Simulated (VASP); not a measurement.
A run of VASP 6.6.1 is set up as follows.

INCAR

```
PREC = Accurate
ENCUT = 520
EDIFF = 1E-6
ISMEAR = -1
SIGMA = 0.1
LREAL = F
LASPH = T
NELM = 150
ALGO = Normal
ISIF = 2
LWAVE = F
LCHARG = F
ISPIN = 2
MAGMOM = 1.5 0
LORBIT = 11
LMAXMIX = 4
GGA = PS
NBANDS = 19
```

File KPOINTS:

```
regular mesh
0
Gamma
  9 9 9
```

POSCAR

```
NiO
1.0
    0.0000000000      2.0859000000      2.0859000000
    2.0859000000      0.0000000000      2.0859000000
    2.0859000000      2.0859000000      0.0000000000
Ni O
1 1
Direct
    0.0000000000      0.0000000000      0.0000000000
    0.5000000000      0.5000000000      0.5000000000
```

Potentials or basis: VASP PAW PBE potentials, release 64 (Ni, O).

Run with:

```sh
$ cat potpaw_PBE.64/Ni/POTCAR potpaw_PBE.64/O/POTCAR > POTCAR
$ mpirun -np 1 vasp_std > vasp.out
```

Estimate the site moments.

Ni +1.00; O +0.16 μB.

What does it give for the net moment?

1.19 μB per cell.

Caveat: a cell with one magnetic atom can't hold antiferromagnetic order, which such compounds often take.
